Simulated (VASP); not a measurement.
Wanted: the native input for a VASP 6.6.1 run.

```
Task                   : single point
Functional             : r2SCAN
Dispersion             : D3(BJ)
Potentials or basis    : VASP PAW PBE potentials, release 64 (Mg, S)
Cutoff                 : 660 eV
k mesh                 : 8 × 8 × 8
Occupations            : gaussian, width 0.02 eV
Spin                   : no spin polarisation
Dipole correction      : no
Further INCAR settings : ALGO = Normal; EDIFF = 1e-06; NBANDS = 11
```

The system is MgS.

```
Mg S
1.0
     0.00000    2.76950    2.76950
     2.76950    0.00000    2.76950
     2.76950    2.76950    0.00000
Mg S
1 1
Direct
  0.00000 0.00000 0.00000
  0.25000 0.25000 0.25000
```

The input as run:

POSCAR

```
MgS
1.0
    0.0000000000      2.7695000000      2.7695000000
    2.7695000000      0.0000000000      2.7695000000
    2.7695000000      2.7695000000      0.0000000000
Mg S
1 1
Direct
    0.0000000000      0.0000000000      0.0000000000
    0.2500000000      0.2500000000      0.2500000000
```

INCAR.step1

```
PREC = Accurate ; ENCUT = 660
ISMEAR = 0 ; SIGMA = 0.02
LREAL = False ; LASPH = True
NELM = 120 ; NBANDS = 11
GGA = PE ; ALGO = Normal
EDIFF = 1E-5 ; LWAVE = True
LCHARG = False ; GGA_COMPAT = False
```

INCAR.step2

```
PREC = Accurate ; ENCUT = 660
EDIFF = 1E-6 ; ISMEAR = 0
SIGMA = 0.02 ; LREAL = False
LASPH = True ; NELM = 120
ALGO = Normal ; ISIF = 2
LWAVE = False ; LCHARG = False
METAGGA = R2SCAN ; LMIXTAU = True
IVDW = 12 ; VDW_S6 = 1.0
VDW_S8 = 0.78981345 ; VDW_A1 = 0.49484001
VDW_A2 = 5.73083694 ; NBANDS = 11
ISTART = 1 ; GGA_COMPAT = False
```

KPOINTS

```
Automatic mesh
0
Gamma
  8 8 8
```

Potentials or basis: VASP PAW PBE potentials, release 64 (Mg, S).

Command:

```console
$ cat potpaw_PBE.64/Mg/POTCAR potpaw_PBE.64/S/POTCAR > POTCAR
$ cp INCAR.step1 INCAR
$ mpirun -np 1 vasp_std > vasp.out
$ cp INCAR.step2 INCAR
$ mpirun -np 1 vasp_std > vasp.out
```

Results of the run:

| Item | Value |
| --- | --- |
| Pressure | 3.2 GPa |
| Band gap on the k mesh | 4.27 eV (least direct gap 4.49 eV) |
| Dispersion energy per atom | -0.139 eV |

Caveat: the cell stands under pressure; the PAW data sets were made with another functional, which shifts forces and pressure a little.

Wall time 69 s on 1 thread of Intel Xeon 8259CL (shared host), peak memory 0.23 GiB.
